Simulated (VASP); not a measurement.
Set up this calculation in VASP 6.6.1, as the native input.

```
Task                   : single point
Functional             : LDA
Potentials or basis    : VASP PAW LDA potentials, release 64 (Pt_sv_GW)
Cutoff                 : 570 eV
k mesh                 : 16 × 16 × 9
Occupations            : fermi-dirac, width 0.08 eV
Spin                   : no spin polarisation
Dipole correction      : no
Further INCAR settings : ALGO = Normal; EDIFF = 1e-06; NBANDS = 25
```

The structure of Pt lies in POSCAR:

```
Pt
1.0
    2.7141501671      0.0000000000      0.0000000000
   -1.3570750835      2.3505229944      0.0000000000
    0.0000000000      0.0000000000      4.6584615955
Pt
2
Direct
    0.3333333333      0.6666666667      0.2500000000
    0.6666666667      0.3333333333      0.7500000000
```

This isn't the form of Pt at room conditions, which is fcc.

The input as run:

INCAR

```
  PREC = Accurate
  ENCUT = 570
  EDIFF = 1E-6
  ISMEAR = -1
  SIGMA = 0.08
  LREAL = F
  LASPH = T
  NELM = 120
  ALGO = Normal
  ISIF = 2
  LWAVE = F
  LCHARG = F
  NBANDS = 25
  GGA_COMPAT = F
```

KPOINTS

```
regular mesh
0
Gamma
  16 16 9
```

Potentials or basis: VASP PAW LDA potentials, release 64 (Pt_sv_GW).

Launch:

```console
$ cat potpaw_LDA.64/Pt_sv_GW/POTCAR > POTCAR
$ mpirun -np 1 vasp_std > vasp.out
```

It gave:

| Quantity | Value |
| --- | --- |
| Pressure | -0.4 GPa |
| Band gap on the k mesh | zero (bands 18 and 19 overlap by 1.36 eV) |

Caveat: spin-orbit coupling is left out, which moves the levels of the heavy elements.

Run time: 30 s on 1 thread of Intel(R) Xeon(R) 6975P-C (Granite Rapids), with other jobs on the host, peak memory 0.22 GiB.
